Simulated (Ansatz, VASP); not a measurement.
**One calculation of Pd, two programs**

The input INCAR:

```
  ALGO = Normal
  EDIFF = 1E-8
  ENCUT = 520
  ISIF = 2
  ISMEAR = -1
  LASPH = T
  LCHARG = F
  LEFG = T
  LREAL = F
  LWAVE = F
  NBANDS = 11
  NELM = 60
  PREC = Accurate
  SIGMA = 0.05
```

File KPOINTS:

```
k-points
0
Gamma
  18 18 18
```

Contents of POSCAR:

```
Pd
1.0
    0.0000000000      1.9254510000      1.9449000000
    1.9254510000      0.0000000000      1.9449000000
    1.9254510000      1.9254510000      0.0000000000
Pd
1
Direct
    0.0000000000      0.0000000000      0.0000000000
```

Input for Ansatz:

```yaml
crystal:
  lattice:
    - [0.0, 1.925451, 1.9449]
    - [1.925451, 0.0, 1.9449]
    - [1.925451, 1.925451, 0.0]
  atoms:
    - { symbol: Pd, position: [0.0, 0.0, 0.0] }
kpoints:
  mp_grid: { grid: [18, 18, 18] }
scf:
  occupations: { method: fermi_dirac, width: 0.05 }
hamiltonian:
  xc: lda
  pseudopotentials: { kind: all_electron, datasets: crystal }
output:
  forces: true
  stress: true
  eigenvalues: true
  efg: { contact_densities: true }
```

Change from the starting cell: equal xx and yy strain of -1 %, crystal datasets.

Alike in both runs: task electric field gradients; functional LDA; k mesh 18 × 18 × 18; occupations fermi-dirac, width 0.05 eV; no spin polarisation.

|  | VASP | Ansatz |
| --- | --- | --- |
| version | VASP 6.6.1 | Ansatz 0.2.0 |
| potentials or method | VASP PAW LDA potentials, release 64 (Pd), cutoff 520 eV | all-electron PAW with datasets made for the crystal, scalar-relativistic |

Ansatz gave:

- pressure (GPa): -4.1
- traceless stress, the component that is largest in VASP (GPa): -0.46
- size of Vzz on the site where it differs most (V/Å²): 1.7

**Question.** Which values does VASP return?

**Answer.** Pressure (GPa): -3.9; traceless stress, the component that is largest in VASP (GPa): -0.45; size of Vzz on the site where it differs most (V/Å²): 1.0.

LDA's correlation is that of Perdew and Zunger in VASP and of Perdew and Wang (1992) in Ansatz. Ansatz ran all-electron here, and VASP with PAW potentials.
